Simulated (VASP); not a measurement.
A run of VASP 6.6.1:

Contents of INCAR:

```
  ALGO = Normal
  EDIFF = 1E-6
  ENCUT = 500
  GGA = PE
  GGA_COMPAT = F
  ISIF = 2
  ISMEAR = 0
  LASPH = T
  LCHARG = F
  LREAL = F
  LWAVE = F
  NBANDS = 16
  NELM = 120
  PREC = Accurate
  SIGMA = 0.1
```

Contents of KPOINTS:

```
k-points
0
Gamma
  3 3 2
```

Contents of POSCAR:

```
AlSn
1.0
    4.1981056157      0.0000000000      0.0000000000
   -2.0990528078      3.6356661109      0.0000000000
    0.0000000000      0.0000000000      3.3068470000
Al Sn
1 1
Direct
    0.0000000000      0.0000000000      0.0000000000
    0.3333333333      0.6666666667      0.5000000000
```

Potentials or basis: VASP PAW PBE potentials, release 64 (Al, Sn_d).

Command:

```sh
$ cat potpaw_PBE.64/Al/POTCAR potpaw_PBE.64/Sn_d/POTCAR > POTCAR
$ mpirun -np 1 vasp_std > vasp.out
```

Hardware: 1 thread of AMD EPYC 7R13, with other jobs on the host.

**Question.** How long does it take, and how much memory?

**Answer.** It took 7.2 s on 1 thread of AMD EPYC 7R13 (shared host), peak memory 0.13 GiB. Counts: scf iterations 12, k points 6.
